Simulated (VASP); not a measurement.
# Zn (Fm-3m) in VASP: further runs

Zn is run at these levels: r2SCAN; tasks: single point.

Everything below comes from runs of VASP 6.6.1. Logs are shortened: lines on timing, memory, paths and dates and some standing lists are left out, and cuts for length are marked.

### Step 1. The cell of the first run

It takes space group Fm-3m (No. 225, cubic). Conventional cell: a = 3.850 Å, b = 3.850 Å, c = 3.850 Å, α = 90.00°, β = 90.00°, γ = 90.00°. Within 3.6 Å of Zn (site symmetry m-3m) lie 12 Zn at 2.72 Å.

### Step 2. Single point, r2SCAN

The input, POSCAR:

```
Zn
1.0
    0.0000000000      1.9250479402      1.9250479402
    1.9250479402      0.0000000000      1.9250479402
    1.9250479402      1.9250479402      0.0000000000
Zn
1
Direct
    0.0000000000      0.0000000000      0.0000000000
```

The input, INCAR.step1:

```
SYSTEM = Zn
PREC     = Accurate       ! precision mode
ENCUT    = 520            ! plane-wave cutoff, eV
ISMEAR   = 0              ! smearing method
SIGMA    = 0.05           ! smearing width, eV
LREAL    = .FALSE.        ! projectors in reciprocal space
LASPH    = .TRUE.         ! aspherical terms in the spheres
NELM     = 60             ! most SCF steps
NBANDS   = 12             ! bands
GGA      = PE             ! functional
ALGO     = Normal         ! electronic algorithm
EDIFF    = 1E-4           ! SCF threshold, eV
LWAVE    = .TRUE.         ! write WAVECAR
LCHARG   = .FALSE.        ! write CHGCAR
```

The input, INCAR.step2:

```
SYSTEM = Zn
PREC     = Accurate       ! precision mode
ENCUT    = 520            ! plane-wave cutoff, eV
EDIFF    = 1E-6           ! SCF threshold, eV
ISMEAR   = 0              ! smearing method
SIGMA    = 0.05           ! smearing width, eV
LREAL    = .FALSE.        ! projectors in reciprocal space
LASPH    = .TRUE.         ! aspherical terms in the spheres
NELM     = 60             ! most SCF steps
ALGO     = Normal         ! electronic algorithm
ISIF     = 2              ! what is computed and relaxed
LWAVE    = .FALSE.        ! write WAVECAR
LCHARG   = .FALSE.        ! write CHGCAR
METAGGA  = R2SCAN         ! meta-GGA
LMIXTAU  = .TRUE.       
NBANDS   = 12             ! bands
ISTART   = 1
```

The input, KPOINTS:

```
regular mesh
0
G
  18 18 18
  0 0 0
```

Potentials or basis: VASP PAW PBE potentials, release 64 (Zn).

Launch:

```
cat potpaw_PBE.64/Zn/POTCAR > POTCAR
cp INCAR.step1 INCAR
mpirun -np 1 vasp_std > vasp.out
cp INCAR.step2 INCAR
mpirun -np 1 vasp_std > vasp.out
```

OUTCAR:

```text
SYSTEM = Zn
   PREC = Accurate
   ENCUT = 520
   EDIFF = 1E-6
   ISMEAR = 0
   LREAL = .FALSE.
   LASPH = .TRUE.
   NELM = 60
   ISIF = 2
   METAGGA = R2SCAN
   ISTART = 1

 ion  position               nearest neighbor table
   1  0.000  0.000  0.000-

  LATTYP: Found a face centered cubic cell.
 ALAT       =     3.8500958804

  Lattice vectors:

 A1 = (   0.0000000000,   1.9250479402,   1.9250479402)
 A2 = (   1.9250479402,   0.0000000000,   1.9250479402)
 A3 = (   1.9250479402,   1.9250479402,   0.0000000000)

Analysis of symmetry for initial positions (statically):
=====================================================================
 Subroutine PRICEL returns:
 Original cell was already a primitive cell.

 Routine SETGRP: Setting up the symmetry group for a
 face centered cubic supercell.

 Subroutine GETGRP returns: Found 48 space group operations
 (whereof 48 operations were pure point group operations)
 out of a pool of 48 trial point group operations.

The static configuration has the point symmetry O_h .

Analysis of symmetry for dynamics (positions and initial velocities):
=====================================================================
 Subroutine PRICEL returns:
 Original cell was already a primitive cell.

 Routine SETGRP: Setting up the symmetry group for a
 face centered cubic supercell.

 Subroutine GETGRP returns: Found 48 space group operations
 (whereof 48 operations were pure point group operations)
 out of a pool of 48 trial point group operations.

The dynamic configuration has the point symmetry O_h .

 Subroutine INISYM returns: Found 48 space group operations
 (whereof 48 operations are pure point group operations),
 and found     1 'primitive' translations

----------------------------------------------------------------------------------------

                                     Primitive cell

  volume of cell :      14.2677

  direct lattice vectors                    reciprocal lattice vectors
     0.000000000  1.925047940  1.925047940    -0.259733791  0.259733791  0.259733791
     1.925047940  0.000000000  1.925047940     0.259733791 -0.259733791  0.259733791
     1.925047940  1.925047940  0.000000000     0.259733791  0.259733791 -0.259733791

  length of vectors
     2.722428905  2.722428905  2.722428905     0.449872123  0.449872123  0.449872123

  position of ions in fractional coordinates (direct lattice)
     0.000000000  0.000000000  0.000000000

  ion indices of the primitive-cell ions
   primitive index   ion index
                 1           1

----------------------------------------------------------------------------------------

 KPOINTS: regular mesh

Automatic generation of k-mesh.
 Grid dimensions read from file:
 generate k-points for:   18   18   18

 Generating k-lattice:

  Cartesian coordinates                     Fractional coordinates (reciprocal lattice)
    -0.014429655  0.014429655  0.014429655     0.055555556  0.000000000  0.000000000
     0.014429655 -0.014429655  0.014429655     0.000000000  0.055555556  0.000000000
     0.014429655  0.014429655 -0.014429655     0.000000000  0.000000000  0.055555556

  Length of vectors
     0.024992896  0.024992896  0.024992896

  Shift w.r.t. Gamma in fractional coordinates (k-lattice)
     0.000000000  0.000000000  0.000000000

 Subroutine IBZKPT returns following result:
 ===========================================

 Found    195 irreducible k-points:

 Following reciprocal coordinates:
            Coordinates               Weight
  0.000000  0.000000  0.000000      1.000000
  0.055556  0.000000  0.000000      8.000000
  0.111111  0.000000  0.000000      8.000000
  0.166667  0.000000  0.000000      8.000000
  0.222222  0.000000  0.000000      8.000000
  0.277778  0.000000  0.000000      8.000000
[... 16 lines left out ...]
 -0.277778  0.055556  0.000000     24.000000
 -0.222222  0.055556  0.000000     24.000000
 [... further k-points ...]
   k-points           NKPTS =    195   k-points in BZ     NKDIM =    195   number of bands    NBANDS=     12
   number of dos      NEDOS =    301   number of ions     NIONS =      1
   total plane-waves  NPLWV =   8000
   dimension x,y,z NGX =    20 NGY =   20 NGZ =   20
   dimension x,y,z NGXF=    40 NGYF=   40 NGZF=   40
   ions per type =               1
   NGX,Y,Z   is equivalent  to a cutoff of  12.21, 12.21, 12.21 a.u.
   NGXF,Y,Z  is equivalent  to a cutoff of  24.43, 24.43, 24.43 a.u.
 SYSTEM =  Zn
   PREC   = accura    normal or accurate (medium, high low for compatibility)
   ISTART =      1    job   : 0-new  1-cont  2-samecut
   ICHARG =      0    charge: 1-file 2-atom 10-const
   ISPIN  =      1    spin polarized calculation?
   LNONCOLLINEAR =      F non collinear calculations
   LSORBIT =      F    spin-orbit coupling
   LASPH  =      T    aspherical Exc in radial PAW
   ENCUT  =  520.0 eV  38.22 Ry    6.18 a.u.   5.06  5.06  5.06*2*pi/ulx,y,z
   NELM   =     60;   NELMIN=  2; NELMDL=  0     # of ELM steps
   EDIFF  = 0.1E-05   stopping-criterion for ELM
   LREAL  =      F    real-space projection
   EDIFFG = 0.1E-04   stopping-criterion for IOM
   NSW    =      0    number of steps for IOM
   IBRION =     -1    ionic relax: 0-MD 1-quasi-New 2-CG
   NFREE  =      0    steps in history (QN), initial steepest desc. (CG)
   ISIF   =      2    stress and relaxation
   ISYM   =      2    0-nonsym 1-usesym 2-fastsym
   POTIM  = 0.5000    time-step for ionic-motion
   TEBEG  =    0.0;   TEEND  =   0.0 temperature during run
   PSTRESS=    0.0 pullay stress
   NELECT =      12.0000    total number of electrons
   NUPDOWN=      -1.0000    fix difference up-down
   EMIN   =  10.00;   EMAX   =-10.00  energy-range for DOS
   EFERMI =   0.00;   METHOD = LEGACY
   ISMEAR =     0;   SIGMA  =   0.05  broadening in eV -4-tet -1-fermi 0-gaus
   EFERMI_NEDOS =   21; number of points for ismear=-14 and -15
   IALGO  =     38    algorithm
   IMIX   =      4    mixing-type and parameters
     AMIX     =   0.40;   BMIX     =  1.00
     AMIX_MAG =   1.60;   BMIX_MAG =  1.00
  volume/ion in A,a.u.               =      14.27        96.28
  Fermi-wavevector in a.u.,A,eV,Ry     =   1.545315  2.920222 32.490693  2.387999
  Thomas-Fermi vector in A             =   2.650711
   LORBIT       =      0    0 simple, 1 ext, 2 COOP (PROOUT), +10 PAW based schemes
   METAGGA = R2SCAN    functional components
   LHFCALC =     F    Hartree Fock is set to
   AEXX    =    0.0000 exact exchange contribution
   IVDW    =     0    specifies the selected vdW correction
   LEPSILON=     F    determine dielectric tensor
   LRPA    =     F    only Hartree local field effects (RPA)
 non-spin polarized calculation
 Gauss-broadening in eV      SIGMA  =   0.05
  energy-cutoff  :      520.00
  volume of cell :       14.27
 maximum number of plane-waves:       397
   NGX = 11   NGY = 11   NGZ = 11

 number of electron      12.0000006 magnetization

 Free energy of the ion-electron system (eV)
  ---------------------------------------------------
  ext. energy  EPLUGINS =         0.00000000
  ---------------------------------------------------
  free energy    TOTEN  =        -8.86770819 eV

  energy without entropy =       -8.86713659  energy(sigma->0) =       -8.86742239

 E-fermi :   3.3555     XC(G=0): -13.0559

 val. band max:        3.3473253175   @ k =  -0.3889   0.3889   0.0556
 cond. band min:       3.3710017917   @ k =  -0.4444   0.2222   0.0000
 fundamental gap:      0.0236764743
 Fermi energy:         3.3555171276

 k-point     1 :       0.0000    0.0000    0.0000
  band No.  band energies     occupation
      1      -7.9531      2.00000
      2      -4.7101      2.00000
      3      -4.7101      2.00000
      4      -4.7101      2.00000
      5      -4.2770      2.00000
      6      -4.2770      2.00000
      7      23.5755      0.00000
      8      23.6625      0.00000
      9      23.6626      0.00000
     10      23.6626      0.00000
     11      26.0425      0.00000
     12      26.0426      0.00000

 k-point     2 :       0.0556    0.0000    0.0000
  band No.  band energies     occupation
      1      -7.8510      2.00000
      2      -4.7197      2.00000
      3      -4.6979      2.00000
      4      -4.6979      2.00000
      5      -4.2807      2.00000
      6      -4.2807      2.00000
      7      21.4778      0.00000
      8      23.2475      0.00000
      9      23.2477      0.00000
     10      23.5653      0.00000
     11      26.6343      0.00000
     12      26.6344      0.00000

 k-point     3 :       0.1111    0.0000    0.0000
  band No.  band energies     occupation
      1      -7.5491      2.00000
      2      -4.7428      2.00000
      3      -4.6663      2.00000
      4      -4.6663      2.00000
      5      -4.2876      2.00000
      6      -4.2875      2.00000
      7      18.4980      0.00000
      8      22.5169      0.00000
      9      22.5170      0.00000
     10      23.4583      0.00000
     11      27.8925      0.00000
     12      27.8926      0.00000
[... 286 lines left out ...]
 k-point    23 :      -0.2778    0.0556    0.0000
  band No.  band energies     occupation
      1      -5.7244      2.00000
      2      -4.6506      2.00000
      3      -4.6224      2.00000
      4      -4.3675      2.00000
      5      -4.2086      2.00000
      6      -3.8652      2.00000
      7       9.3457      0.00000
      8      18.4636      0.00000
      9      22.0385      0.00000
     10      23.1697      0.00000
     11      25.0089      0.00000
     12      26.3141      0.00000

 k-point    24 :      -0.2222    0.0556    0.0000
  band No.  band energies     occupation
      1      -6.1745      2.00000
      2      -4.7123      2.00000
      3      -4.6003      2.00000
      4      -4.5894      2.00000
      5      -4.2874      2.00000
      6      -4.1224      2.00000
      7      11.9389      0.00000
      8      18.7427      0.00000
      9      22.6425      0.00000
     10      23.6870      0.00000
     11      26.0447      0.00000
     12      26.8693      0.00000

 [... further k-points ...]

------------------------ aborting loop because EDIFF is reached ----------------------------------------

  FORCE on cell =-STRESS in cart. coord.  units (eV):
  Direction    XX          YY          ZZ          XY          YZ          ZX
  --------------------------------------------------------------------------------------
  -------------------------------------------------------------------------------------
  Total        0.0419213      0.0419213      0.0419213      0.0000000      0.0000000     -0.0000000
  in kB        4.7074990      4.7074990      4.7074990      0.0000000      0.0000000     -0.0000000
  external PRESSURE =       4.7074990 kB  Pullay stress =       0.0000000 kB

 VOLUME and BASIS-vectors are now :
 -----------------------------------------------------------------------------
  energy-cutoff  :      520.00
  volume of cell :       14.27
      direct lattice vectors                 reciprocal lattice vectors
     0.000000000  1.925047940  1.925047940    -0.259733791  0.259733791  0.259733791
     1.925047940  0.000000000  1.925047940     0.259733791 -0.259733791  0.259733791
     1.925047940  1.925047940  0.000000000     0.259733791  0.259733791 -0.259733791

 POSITION                                       TOTAL-FORCE (eV/Angst)
 -----------------------------------------------------------------------------------
      0.00000      0.00000      0.00000        -0.000000     -0.000000      0.000000
 -----------------------------------------------------------------------------------
    total drift:                                0.000000      0.000000      0.000000

  FREE ENERGIE OF THE ION-ELECTRON SYSTEM (eV)
  ---------------------------------------------------
  free  energy   TOTEN  =        -8.8677081881 eV

  energy  without entropy=       -8.8671365866  energy(sigma->0) =       -8.86742239
```

Run time: 68 s. Hardware: 1 thread of Intel Xeon 6975P-C, shared host; peak memory 0.15 GiB.

What came out:

* Free energy: -8.8677 eV
* Pressure: 0.5 GPa
* Band gap on the k mesh: zero (band 6 reaches 5.18 eV, above the bottom of band 7 at 2.15 eV)

Levels at points of the mesh, in eV from the Fermi level:
```csv
k point,band 3,band 4,band 5,band 6,band 7,band 8,band 9,band 10
"(0.00, 0.00, 0.00)",-8.07,-8.07,-7.63,-7.63,20.22,20.31,20.31,20.31
"(0.50, 0.00, 0.00)",-8.07,-7.31,-7.31,-3.33,-1.20,16.98,16.98,18.77
"(0.50, 0.50, 0.00)",-7.33,-7.23,-7.23,-1.22,2.21,9.32,9.32,12.82
```

Caveat: the PAW data sets were made with another functional, which shifts forces and pressure a little.

### Step 3. Single point, r2SCAN

This run uses another cell than the first one, of 14.74 Å³/atom, 1.033 times its volume.

The input, POSCAR:

```
Zn
1.0
    0.0000000000      1.9460590298      1.9460590298
    1.9460590298      0.0000000000      1.9460590298
    1.9460590298      1.9460590298      0.0000000000
Zn
1
Direct
    0.0000000000      0.0000000000      0.0000000000
```

The input, INCAR.step1:

```
  ALGO = Normal
  EDIFF = 1E-5
  ENCUT = 550
  GGA = PE
  GGA_COMPAT = False
  ISMEAR = 0
  LASPH = True
  LCHARG = False
  LREAL = False
  LWAVE = True
  NBANDS = 12
  NELM = 120
  PREC = Accurate
  SIGMA = 0.05
```

The input, INCAR.step2:

```
  ALGO = Normal
  EDIFF = 1E-6
  ENCUT = 550
  GGA_COMPAT = False
  ISIF = 2
  ISMEAR = 0
  ISTART = 1
  LASPH = True
  LCHARG = True
  LELF = True
  LMIXTAU = True
  LREAL = False
  LVHAR = True
  LWAVE = False
  METAGGA = R2SCAN
  NBANDS = 12
  NELM = 120
  PREC = Accurate
  SIGMA = 0.05
```

The input, KPOINTS:

```
k-points
0
Gamma
  18 18 18
```

Potentials or basis: VASP PAW PBE potentials, release 64 (Zn).

Launch:

```
cat potpaw_PBE.64/Zn/POTCAR > POTCAR
cp INCAR.step1 INCAR
mpirun -np 1 vasp_std > vasp.out
cp INCAR.step2 INCAR
mpirun -np 1 vasp_std > vasp.out
```

OUTCAR:

```text
EDIFF = 1E-6
   ENCUT = 550
   ISIF = 2
   ISMEAR = 0
   ISTART = 1
   LASPH = True
   LREAL = False
   METAGGA = R2SCAN
   NELM = 120
   PREC = Accurate

 ion  position               nearest neighbor table
   1  0.000  0.000  0.000-

  LATTYP: Found a face centered cubic cell.
 ALAT       =     3.8921180596

  Lattice vectors:

 A1 = (   0.0000000000,   1.9460590298,   1.9460590298)
 A2 = (   1.9460590298,   0.0000000000,   1.9460590298)
 A3 = (   1.9460590298,   1.9460590298,   0.0000000000)

Analysis of symmetry for initial positions (statically):
=====================================================================
 Subroutine PRICEL returns:
 Original cell was already a primitive cell.

 Routine SETGRP: Setting up the symmetry group for a
 face centered cubic supercell.

 Subroutine GETGRP returns: Found 48 space group operations
 (whereof 48 operations were pure point group operations)
 out of a pool of 48 trial point group operations.

The static configuration has the point symmetry O_h .

Analysis of symmetry for dynamics (positions and initial velocities):
=====================================================================
 Subroutine PRICEL returns:
[... 161 lines left out ...]
 Fermi energy:         3.0959505310

 k-point     1 :       0.0000    0.0000    0.0000
  band No.  band energies     occupation
      1      -7.9137      2.00000
      2      -4.8560      2.00000
      3      -4.8560      2.00000
      4      -4.8560      2.00000
      5      -4.4489      2.00000
      6      -4.4489      2.00000
      7      22.9373      0.00000
      8      22.9373      0.00000
      9      22.9373      0.00000
     10      23.0859      0.00000
     11      25.3711      0.00000
     12      25.3711      0.00000
[... 331 lines left out ...]
 k-point    24 :      -0.2222    0.0556    0.0000
  band No.  band energies     occupation
      1      -6.1852      2.00000
      2      -4.8471      2.00000
      3      -4.7525      2.00000
      4      -4.7358      2.00000
      5      -4.4579      2.00000
      6      -4.2973      2.00000
      7      11.5136      0.00000
      8      18.1694      0.00000
      9      21.9316      0.00000
     10      23.1271      0.00000
     11      25.3792      0.00000
     12      26.1702      0.00000

 [... further k-points ...]
[... 5 lines left out ...]
  --------------------------------------------------------------------------------------
  -------------------------------------------------------------------------------------
  Total       -0.2034372     -0.2034372     -0.2034372      0.0000000      0.0000000     -0.0000000
  in kB      -22.1127540    -22.1127540    -22.1127540      0.0000000      0.0000000     -0.0000000
  external PRESSURE =     -22.1127540 kB  Pullay stress =       0.0000000 kB

 VOLUME and BASIS-vectors are now :
 -----------------------------------------------------------------------------
  energy-cutoff  :      550.00
  volume of cell :       14.74
      direct lattice vectors                 reciprocal lattice vectors
     0.000000000  1.946059030  1.946059030    -0.256929514  0.256929514  0.256929514
     1.946059030  0.000000000  1.946059030     0.256929514 -0.256929514  0.256929514
     1.946059030  1.946059030  0.000000000     0.256929514  0.256929514 -0.256929514

 POSITION                                       TOTAL-FORCE (eV/Angst)
 -----------------------------------------------------------------------------------
      0.00000      0.00000      0.00000         0.000000      0.000000      0.000000
 -----------------------------------------------------------------------------------
    total drift:                               -0.000000      0.000000      0.000000

  FREE ENERGIE OF THE ION-ELECTRON SYSTEM (eV)
  ---------------------------------------------------
  free  energy   TOTEN  =        -8.8647944663 eV

  energy  without entropy=       -8.8642206424  energy(sigma->0) =       -8.86450755
```

OUTCAR.step1:

```text
EDIFF = 1E-5
   ENCUT = 550
   GGA = PE
   ISMEAR = 0
   LASPH = True
   LREAL = False
[... 575 lines left out ...]

 POSITION                                       TOTAL-FORCE (eV/Angst)
 -----------------------------------------------------------------------------------
      0.00000      0.00000      0.00000        -0.000000     -0.000000     -0.000000
 -----------------------------------------------------------------------------------
    total drift:                                0.000000      0.000000     -0.000000

  FREE ENERGIE OF THE ION-ELECTRON SYSTEM (eV)
  ---------------------------------------------------
  free  energy   TOTEN  =        -1.0814087414 eV

  energy  without entropy=       -1.0812299902  energy(sigma->0) =       -1.08131937
```

It took 61 s on 1 thread of Intel Xeon Platinum 8488C (Sapphire Rapids), shared host; peak memory 0.16 GiB.

Results:

```yaml
Free_energy: -8.8648 eV
Pressure: -2.2 GPa
Band_gap_on_the_k_mesh: zero (band 6 reaches 4.93 eV, above the bottom of band 7 at 1.85 eV)
```

Caveat: the PAW data sets were made with another functional, which shifts forces and pressure a little.
